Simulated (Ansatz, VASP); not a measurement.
## MoS2: VASP beside Ansatz

```xyz
3
Lattice="1.5800 0.9122 6.1500 -1.5800 0.9122 6.1500 0.0000 -1.8244 6.1500" Properties=species:S:1:pos:R:3 pbc="T T T"
Mo    0.0000    0.0000    0.0000
S     0.0000    0.0000    7.6936
S     0.0000    0.0000    4.6125
```

Alike in both runs: functional PBEsol; k mesh 8 × 8 × 8; occupations fermi-dirac, width 0.05 eV; non-collinear spin, spin-orbit coupling.

|  | VASP | Ansatz |
| --- | --- | --- |
| version | VASP 6.6.1 | Ansatz 0.2.0 |
| potentials or method | VASP PAW PBE potentials, release 64 (Mo_sv, S), cutoff 520 eV | all-electron LAPW, relativistic spinors |
| task | single point | band structure |

Ansatz gave:

| Property | Result |
| --- | --- |
| pressure (GPa) | 0.4 |
| traceless stress, the component that is largest in VASP (GPa) | 1.98 |
| rms of the force components (eV/Å) | 0.109 |
| net moment per atom (μB) | 0.00 |

**Question.** What did VASP give for the same quantities?

**Answer.** Pressure (GPa): 0.3; traceless stress, the component that is largest in VASP (GPa): 1.96; rms of the force components (eV/Å): 0.109; net moment per atom (μB): 0.00.

VASP's potentials were made for PBE, not for PBEsol. Atom by atom the forces differ by 0.000 eV/Å (rms over components). Ansatz ran all-electron here, and VASP with PAW potentials.
